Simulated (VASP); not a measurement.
# Mg8HO8 (a cell with a defect) in VASP: further runs

The runs below take Mg8HO8 (a cell with a defect) through single point, with PBE.

Program: VASP 6.6.1. These are calculated values, not measurements. Logs are shortened: lines on timing, memory, paths and dates and some standing lists are left out, and cuts for length are marked.

### Step 1. The cell of the first run

The cell holds a defect, 17 atoms: a = 5.947 Å, b = 5.947 Å, c = 5.947 Å, α = 60.00°, β = 60.00°, γ = 60.00°.

### Step 2. Single point, PBE, collinear spin

Input file INCAR:

```
ALGO = Normal
EDIFF = 1E-6
ENCUT = 520
GGA = PE
ISIF = 2
ISMEAR = 0
ISPIN = 2
LASPH = True
LCHARG = False
LORBIT = 11
LREAL = Auto
LWAVE = False
MAGMOM = 0 0 0 0 0 0 0 0 0 0 0 0 0 0 0 0 1
NBANDS = 50
NELM = 150
PREC = Accurate
SIGMA = 0.05
```

Input file KPOINTS:

```
k-points
0
Gamma
  2 2 2
```

Input file POSCAR:

```
Mg8HO8
1.0
    0.0000000000      4.2052000000      4.2052000000
    4.2052000000      0.0000000000      4.2052000000
    4.2052000000      4.2052000000      0.0000000000
Mg O H
8 8 1
Direct
    0.0027626236      0.0007040550     -0.0048659608
    0.0027613048      0.0007001298      0.5011381740
    0.0009293618      0.4993149004     -0.0002497822
    0.0027649090      0.4946821091      0.5011478829
    0.5013379649     -0.0010613591     -0.0002671284
    0.4968290989      0.0006761976      0.5011175031
    0.5013408545      0.4993021257     -0.0002595963
    0.5013399839      0.4992991447      0.4993658144
    0.2510164310      0.2489816029      0.2503309111
    0.2510171207      0.2489805291      0.7494151657
    0.2678917193      0.7436655013      0.2440953101
    0.2510159961      0.7498934301      0.7494178766
    0.7457029456      0.2658172375      0.2441126428
    0.7519213443      0.2489829701      0.7494195744
    0.7456949626      0.7436771829      0.2441103788
    0.7456982657      0.7436779714      0.7662580181
    0.8763883132      0.8741299715      0.3746021156
```

Potentials or basis: VASP PAW PBE potentials, release 64 (Mg, O, H).

Command:

```bash
cat potpaw_PBE.64/Mg/POTCAR potpaw_PBE.64/O/POTCAR potpaw_PBE.64/H/POTCAR > POTCAR
mpirun -np 1 vasp_std > vasp.out
```

OUTCAR:

```text
EDIFF = 1E-6
   ENCUT = 520
   GGA = PE
   ISIF = 2
   ISMEAR = 0
   ISPIN = 2
   LASPH = True
   LORBIT = 11
   LREAL = Auto
   NELM = 150
   PREC = Accurate

 ion  position               nearest neighbor table
   1  0.003  0.001  0.995-  17 1.84  12 2.09  10 2.09  14 2.09  11 2.16  13 2.16  15 2.16   4 2.94
                             2 2.94   6 2.94   7 2.97   5 2.97   3 2.97   3 2.97   5 2.97   7 2.97
   2  0.003  0.001  0.501-  17 1.84  12 2.09   9 2.09  14 2.09  11 2.16  13 2.16  16 2.16   4 2.94
                             1 2.94   6 2.94   8 2.97   5 2.97   3 2.97   3 2.97   5 2.97   8 2.97
   3  0.001  0.499  1.000-  15 2.06  16 2.06  13 2.06  12 2.11   9 2.11  10 2.11   7 2.97   8 2.97
                             5 2.97   1 2.97   2 2.97   4 2.97   4 2.97   2 2.97   1 2.97   5 2.98
   4  0.003  0.495  0.501-  17 1.84   9 2.09  10 2.09  14 2.09  16 2.16  15 2.16  11 2.16   1 2.94
                             2 2.94   6 2.94   7 2.97   8 2.97   3 2.97   3 2.97   8 2.97   7 2.97
   5  0.501  0.999  1.000-  11 2.06  15 2.06  16 2.06  14 2.11  10 2.11   9 2.11   3 2.97   7 2.97
                             8 2.97   2 2.97   1 2.97   6 2.97   6 2.97   1 2.97   2 2.97   8 2.98
   6  0.497  0.001  0.501-  17 1.84  12 2.09   9 2.09  10 2.09  15 2.16  16 2.16  13 2.16   4 2.94
                             1 2.94   2 2.94   8 2.97   7 2.97   5 2.97   5 2.97   7 2.97   8 2.97
   7  0.501  0.499  1.000-  11 2.06  16 2.06  13 2.06  14 2.11   9 2.11  12 2.11   3 2.97   8 2.97
                             5 2.97   1 2.97   4 2.97   6 2.97   6 2.97   4 2.97   1 2.97   5 2.98
   8  0.501  0.499  0.499-  11 2.06  15 2.06  13 2.06  14 2.11  10 2.11  12 2.11   3 2.97   7 2.97
                             5 2.97   2 2.97   4 2.97   6 2.97   6 2.97   4 2.97   2 2.97   5 2.98
   9  0.251  0.249  0.250-   4 2.09   2 2.09   6 2.09   5 2.11   7 2.11   3 2.11
  10  0.251  0.249  0.749-   4 2.09   1 2.09   6 2.09   5 2.11   8 2.11   3 2.11
  11  0.268  0.744  0.244-   7 2.06   8 2.06   5 2.06   2 2.16   1 2.16   4 2.16
  12  0.251  0.750  0.749-   1 2.09   2 2.09   6 2.09   8 2.11   7 2.11   3 2.11
  13  0.746  0.266  0.244-   3 2.06   7 2.06   8 2.06   6 2.16   2 2.16   1 2.16
  14  0.752  0.249  0.749-   4 2.09   1 2.09   2 2.09   5 2.11   8 2.11   7 2.11
  15  0.746  0.744  0.244-   3 2.06   8 2.06   5 2.06   6 2.16   1 2.16   4 2.16
  16  0.746  0.744  0.766-   3 2.06   7 2.06   5 2.06   6 2.16   2 2.16   4 2.16
  17  0.876  0.874  0.375-   4 1.84   1 1.84   2 1.84   6 1.84

  LATTYP: Found a face centered cubic cell.
 ALAT       =     8.4104000000

  Lattice vectors:

 A1 = (   0.0000000000,   4.2052000000,   4.2052000000)
 A2 = (   4.2052000000,   0.0000000000,   4.2052000000)
 A3 = (   4.2052000000,   4.2052000000,   0.0000000000)

Analysis of symmetry for initial positions (statically):
=====================================================================
 Subroutine PRICEL returns:
 Original cell was already a primitive cell.

 Routine SETGRP: Setting up the symmetry group for a
 face centered cubic supercell.

 Subroutine GETGRP returns: Found  1 space group operations
 (whereof  1 operations were pure point group operations)
 out of a pool of 48 trial point group operations.

The static configuration has the point symmetry C_1 .

Analysis of symmetry for dynamics (positions and initial velocities):
=====================================================================
 Subroutine PRICEL returns:
 Original cell was already a primitive cell.

 Routine SETGRP: Setting up the symmetry group for a
 face centered cubic supercell.

 Subroutine GETGRP returns: Found  1 space group operations
 (whereof  1 operations were pure point group operations)
 out of a pool of 48 trial point group operations.

The dynamic configuration has the point symmetry C_1 .

Analysis of structural, dynamic, and magnetic symmetry:
=====================================================================
 Subroutine PRICEL returns:
 Original cell was already a primitive cell.

 Routine SETGRP: Setting up the symmetry group for a
 face centered cubic supercell.

 Subroutine GETGRP returns: Found  1 space group operations
 (whereof  1 operations were pure point group operations)
 out of a pool of 48 trial point group operations.

The overall configuration has the point symmetry C_1 .

 Subroutine INISYM returns: Found  1 space group operations
 (whereof  1 operations are pure point group operations),
 and found     1 'primitive' translations

----------------------------------------------------------------------------------------

                                     Primitive cell

  volume of cell :     148.7270
[... 96 lines left out ...]
   ISPIN  =      2    spin polarized calculation?
   LNONCOLLINEAR =      F non collinear calculations
   LSORBIT =      F    spin-orbit coupling
   LASPH  =      T    aspherical Exc in radial PAW
   ENCUT  =  520.0 eV  38.22 Ry    6.18 a.u.  11.06 11.06 11.06*2*pi/ulx,y,z
   NELM   =    150;   NELMIN=  2; NELMDL= -5     # of ELM steps
   EDIFF  = 0.1E-05   stopping-criterion for ELM
   LREAL  =      T    real-space projection
   EDIFFG = 0.1E-04   stopping-criterion for IOM
   NSW    =      0    number of steps for IOM
   IBRION =     -1    ionic relax: 0-MD 1-quasi-New 2-CG
   NFREE  =      0    steps in history (QN), initial steepest desc. (CG)
   ISIF   =      2    stress and relaxation
   ISYM   =      2    0-nonsym 1-usesym 2-fastsym
   POTIM  = 0.5000    time-step for ionic-motion
   TEBEG  =    0.0;   TEEND  =   0.0 temperature during run
   PSTRESS=    0.0 pullay stress
   NELECT =      65.0000    total number of electrons
   NUPDOWN=      -1.0000    fix difference up-down
   EMIN   =  10.00;   EMAX   =-10.00  energy-range for DOS
   EFERMI =   0.00;   METHOD = LEGACY
   ISMEAR =     0;   SIGMA  =   0.05  broadening in eV -4-tet -1-fermi 0-gaus
   EFERMI_NEDOS =   21; number of points for ismear=-14 and -15
   IALGO  =     38    algorithm
   IMIX   =      4    mixing-type and parameters
     AMIX     =   0.40;   BMIX     =  1.00
     AMIX_MAG =   1.60;   BMIX_MAG =  1.00
  volume/ion in A,a.u.               =       8.75        59.04
  Fermi-wavevector in a.u.,A,eV,Ry     =   1.242365  2.347730 21.000204  1.543471
  Thomas-Fermi vector in A             =   2.376723
   LORBIT       =     11    0 simple, 1 ext, 2 COOP (PROOUT), +10 PAW based schemes
   GGA     = PE    functional components
   LHFCALC =     F    Hartree Fock is set to
   AEXX    =    0.0000 exact exchange contribution
   IVDW    =     0    specifies the selected vdW correction
   LEPSILON=     F    determine dielectric tensor
   LRPA    =     F    only Hartree local field effects (RPA)
 spin polarized calculation
 Gauss-broadening in eV      SIGMA  =   0.05
  energy-cutoff  :      520.00
  volume of cell :      148.73
 maximum number of plane-waves:      4015
 NGX is ok and might be reduce to    48
   NGX = 23   NGY = 23   NGZ = 23

 number of electron      65.0000005 magnetization       0.7503463

 Free energy of the ion-electron system (eV)
  ---------------------------------------------------
  ext. energy  EPLUGINS =         0.00000000
  ---------------------------------------------------
  free energy    TOTEN  =       -94.47346826 eV

  energy without entropy =      -94.46864756  energy(sigma->0) =      -94.47105791

 E-fermi :   6.4536     XC(G=0): -11.1926

 val. band max:        6.4384227931   @ k =   0.5000   0.5000   0.0000
 cond. band min:       7.1362894444   @ k =   0.0000   0.5000   0.0000
 fundamental gap:      0.6978666512
 Fermi energy:         6.4536338587

 spin component 1

 k-point     1 :       0.0000    0.0000    0.0000
  band No.  band energies     occupation
      1     -14.0954      1.00000
      2     -12.8114      1.00000
      3     -12.7502      1.00000
      4     -12.7499      1.00000
      5     -12.7498      1.00000
      6     -12.4825      1.00000
[... 365 lines left out ...]
     43      14.9511      0.00000
     44      14.9674      0.00000
 Fermi energy:         6.4536338587

 spin component 2

 k-point     1 :       0.0000    0.0000    0.0000
  band No.  band energies     occupation
      1     -14.0256      1.00000
      2     -12.7257      1.00000
      3     -12.7158      1.00000
      4     -12.7156      1.00000
      5     -12.7156      1.00000
      6     -12.3746      1.00000
[... 365 lines left out ...]
     43      14.9676      0.00000
     44      15.0049      0.00000
 [bands above 44 left out]

------------------------ aborting loop because EDIFF is reached ----------------------------------------

  FORCE on cell =-STRESS in cart. coord.  units (eV):
  Direction    XX          YY          ZZ          XY          YZ          ZX
  --------------------------------------------------------------------------------------
  -------------------------------------------------------------------------------------
  Total       10.3017884     10.3003673     10.2978570     -0.0036256      0.0031281     -0.0035134
  in kB      110.9770675    110.9617584    110.9347159     -0.0390566      0.0336981     -0.0378490
  external PRESSURE =     110.9578472 kB  Pullay stress =       0.0000000 kB

 VOLUME and BASIS-vectors are now :
 -----------------------------------------------------------------------------
  energy-cutoff  :      520.00
  volume of cell :      148.73
      direct lattice vectors                 reciprocal lattice vectors
     0.000000000  4.205200000  4.205200000    -0.118900409  0.118900409  0.118900409
     4.205200000  0.000000000  4.205200000     0.118900409 -0.118900409  0.118900409
     4.205200000  4.205200000  0.000000000     0.118900409  0.118900409 -0.118900409

 POSITION                                       TOTAL-FORCE (eV/Angst)
 -----------------------------------------------------------------------------------
      4.18770      4.19636      0.01458         0.009372      0.009939     -0.009637
      2.11033      2.11900      0.01456        -0.009513     -0.009438     -0.009745
      6.30387      4.20806      2.10363         0.003305     -0.003453     -0.003451
      4.18766      2.11905      2.09186         0.009822     -0.009707      0.009186
      8.40481      6.31230      6.30896        -0.003532      0.003638     -0.003957
      2.11014      4.19657      2.09211        -0.009260      0.009388      0.010073
[... 9 lines left out ...]
      6.34958      6.35808      6.26312        -0.002657     -0.003855      0.003514
      5.25117      5.26066      7.36128         0.001521     -0.001010     -0.000583
 -----------------------------------------------------------------------------------
    total drift:                               -0.004745     -0.000475     -0.000146

  FREE ENERGIE OF THE ION-ELECTRON SYSTEM (eV)
  ---------------------------------------------------
  free  energy   TOTEN  =       -94.4734682585 eV

  energy  without entropy=      -94.4686475613  energy(sigma->0) =      -94.47105791

 total charge

# of ion       s       p       d       tot
------------------------------------------
    1        0.149   0.182   0.082   0.412
    2        0.149   0.182   0.082   0.412
    3        0.153   0.189   0.086   0.427
    4        0.149   0.182   0.082   0.412
    5        0.153   0.189   0.086   0.427
    6        0.149   0.182   0.082   0.412
[... 9 lines left out ...]
   16        1.554   3.545   0.000   5.099
   17        0.556   0.019   0.000   0.574
--------------------------------------------------
tot         14.147  29.960   0.671  44.777

 magnetization (x)

# of ion       s       p       d       tot
------------------------------------------
    1       -0.001   0.001   0.002   0.003
    2       -0.001   0.001   0.002   0.003
    3        0.000   0.001   0.001   0.002
    4       -0.001   0.001   0.002   0.003
    5        0.000   0.001   0.001   0.002
    6       -0.001   0.001   0.002   0.003
[... 9 lines left out ...]
   16        0.007   0.077   0.000   0.084
   17        0.216   0.001   0.000   0.217
--------------------------------------------------
tot          0.240   0.314   0.012   0.565
```

Wall time 2.9 min (1 thread of Intel Xeon 6975P-C (Granite Rapids), shared host); peak memory 0.43 GiB.

Results:

| Property | Result |
| --- | --- |
| Free energy | -94.4735 eV |
| Pressure | 11.1 GPa |
| Largest force | 0.018 eV/Å |
| Net moment | 0.75 μB per cell |
| Site moments | Mg +0.00; O -0.00, +0.08 (each value once); H +0.22 μB |
| Valence electrons inside the program's atomic spheres | Mg 0.41, 0.43 (each value once); O 5.11, 5.10 (each value once); H 0.57 |

Forces on the atoms (eV/Å):
```
Mg   0.009  0.010 -0.010
Mg  -0.010 -0.009 -0.010
Mg   0.003 -0.003 -0.003
Mg   0.010 -0.010  0.009
Mg  -0.004  0.004 -0.004
Mg  -0.009  0.009  0.010
Mg   0.004  0.004  0.004
Mg  -0.003 -0.004  0.004
O   -0.011 -0.010  0.011
O    0.010  0.010  0.011
O    0.002 -0.002 -0.003
O   -0.011  0.011 -0.010
O   -0.002  0.003 -0.006
O    0.009 -0.010 -0.010
O    0.003  0.003  0.004
O   -0.003 -0.004  0.004
H    0.002 -0.001 -0.001
```

Caveat: the k points lie up to 0.65 Å⁻¹ apart.

[end of part 1 of 2]
